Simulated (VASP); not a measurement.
Set up this calculation in VASP 6.6.1, as the native input.

```yaml
Task: single point
Functional: r2SCAN
Potentials_or_basis: VASP PAW PBE potentials, release 64 (Na_pv, I)
Cutoff: 520 eV
k_mesh: 6 × 6 × 6
Occupations: gaussian, width 0.02 eV
Spin: no spin polarisation
Dipole_correction: no
Further_INCAR_settings: ALGO = Normal; EDIFF = 1e-06; NBANDS = 14
```

NaI:

```xyz
2
Lattice="0.0000 3.2334 3.2334 3.2334 0.0000 3.2334 3.2334 3.2334 0.0000" Properties=species:S:1:pos:R:3 pbc="T T T"
Na    0.0000    0.0000    0.0000
I     3.2334    3.2334    3.2334
```

One way to write it, as run:

POSCAR

```
NaI
1.0
    0.0000000000      3.2333908011      3.2333908011
    3.2333908011      0.0000000000      3.2333908011
    3.2333908011      3.2333908011      0.0000000000
Na I
1 1
Direct
    0.0000000000      0.0000000000      0.0000000000
    0.5000000000      0.5000000000      0.5000000000
```

INCAR.step1

```
PREC     = Accurate       # precision mode
ENCUT    = 520            # plane-wave cutoff, eV
ISMEAR   = 0              # smearing method
SIGMA    = 0.02           # smearing width, eV
LREAL    = F              # projectors in reciprocal space
LASPH    = T              # aspherical terms in the spheres
NELM     = 60             # most SCF steps
NBANDS   = 14             # bands
GGA      = PE             # functional
ALGO     = Normal         # electronic algorithm
EDIFF    = 1E-4           # SCF threshold, eV
LWAVE    = T              # write WAVECAR
LCHARG   = F              # write CHGCAR
```

INCAR.step2

```
PREC     = Accurate       # precision mode
ENCUT    = 520            # plane-wave cutoff, eV
EDIFF    = 1E-6           # SCF threshold, eV
ISMEAR   = 0              # smearing method
SIGMA    = 0.02           # smearing width, eV
LREAL    = F              # projectors in reciprocal space
LASPH    = T              # aspherical terms in the spheres
NELM     = 60             # most SCF steps
ALGO     = Normal         # electronic algorithm
ISIF     = 2              # what is computed and relaxed
LWAVE    = F              # write WAVECAR
LCHARG   = F              # write CHGCAR
METAGGA  = R2SCAN         # meta-GGA
LMIXTAU  = T            
NBANDS   = 14             # bands
ISTART   = 1
```

KPOINTS

```
Automatic mesh
0
Gamma
  6 6 6
```

Potentials or basis: VASP PAW PBE potentials, release 64 (Na_pv, I).

Launch:

```console
$ cat potpaw_PBE.64/Na_pv/POTCAR potpaw_PBE.64/I/POTCAR > POTCAR
$ cp INCAR.step1 INCAR
$ mpirun -np 1 vasp_std > vasp.out
$ cp INCAR.step2 INCAR
$ mpirun -np 1 vasp_std > vasp.out
```

Results of the run:

```
Pressure               : -0.1 GPa
Band gap on the k mesh : 4.45 eV
```

Caveat: the PAW data sets were made with another functional, which shifts forces and pressure a little; spin-orbit coupling is left out, which moves the levels of the heavy elements.

Wall time 91 s on 1 thread of Intel Xeon 8259CL, on a shared host, peak memory 0.22 GiB.
